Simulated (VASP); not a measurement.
A run of VASP 6.6.1 is set up as follows.

INCAR

```
SYSTEM = CdS
ALGO = Normal
EDIFF = 1E-6
ENCUT = 630
GGA = PS
GGA_COMPAT = .False.
ISIF = 2
ISMEAR = -1
LASPH = .True.
LCHARG = .True.
LELF = .True.
LREAL = .False.
LVHAR = .True.
LWAVE = .False.
NBANDS = 20
NELM = 120
PREC = Accurate
SIGMA = 0.1
```

KPOINTS

```
k-points
0
Gamma
  16 16 16
  0 0 0
```

POSCAR

```
CdS
1.0
    0.0000000000      2.5831953928      2.5831953928
    2.5831953928      0.0000000000      2.5831953928
    2.5831953928      2.5831953928      0.0000000000
Cd S
1 1
Direct
    0.0000000000      0.0000000000      0.0000000000
    0.5000000000      0.5000000000      0.5000000000
```

Potentials or basis: VASP PAW PBE potentials, release 64 (Cd_sv_GW, S).

Command:

```console
$ cat potpaw_PBE.64/Cd_sv_GW/POTCAR potpaw_PBE.64/S/POTCAR > POTCAR
$ mpirun -np 1 vasp_std > vasp.out
```

Q: Predict the band gap on the k mesh.

A: 0.05 eV (least direct gap 2.88 eV).

Q: What does it give for the pressure?

A: 14.9 GPa.

Caveat: the cell stands under pressure; semilocal functionals underestimate gaps, and a narrow one can read as zero; the PAW data sets were made with another functional, which shifts forces and pressure a little. A k mesh can miss the band edges.
